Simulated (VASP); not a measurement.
Here is a VASP 6.6.1 calculation.

File INCAR:

```
PREC     = Accurate       # precision mode
ENCUT    = 520            # plane-wave cutoff, eV
EDIFF    = 1E-6           # SCF threshold, eV
ISMEAR   = -1             # smearing method
SIGMA    = 0.02           # smearing width, eV
LREAL    = F              # projectors in reciprocal space
LASPH    = T              # aspherical terms in the spheres
NELM     = 80             # most SCF steps
ALGO     = Normal         # electronic algorithm
ISIF     = 2              # what is computed and relaxed
LWAVE    = F              # write WAVECAR
LCHARG   = T              # write CHGCAR
GGA      = PE             # functional
LELF     = T              # ELF
LVHAR    = T            
NBANDS   = 16             # bands
```

File KPOINTS:

```
regular mesh
0
Gamma
  12 12 6
```

The input POSCAR:

```
C
1.0
    2.5407433039      0.0000000000      0.0000000000
   -1.2703716519      2.2003482457      0.0000000000
    0.0000000000      0.0000000000      4.2314023143
C
4
Direct
    0.3333333333      0.6666666667      0.0000527189
    0.6666666667      0.3333333333      0.5000527189
    0.3333333333      0.6666666667      0.3749472811
    0.6666666667      0.3333333333      0.8749472811
```

Potentials or basis: VASP PAW PBE potentials, release 64 (C).

Command:

```bash
$ cat potpaw_PBE.64/C/POTCAR > POTCAR
$ mpirun -np 1 vasp_std > vasp.out
```

(1) Predict the band gap on the k mesh.

(2) What does it give for the largest force?

Answers

(1) 3.49 eV (least direct gap 4.93 eV).

(2) 0.013 eV/Å.

Caveat: the cell differs from its parent crystal (strain +1.5%); the cell stands under tension.
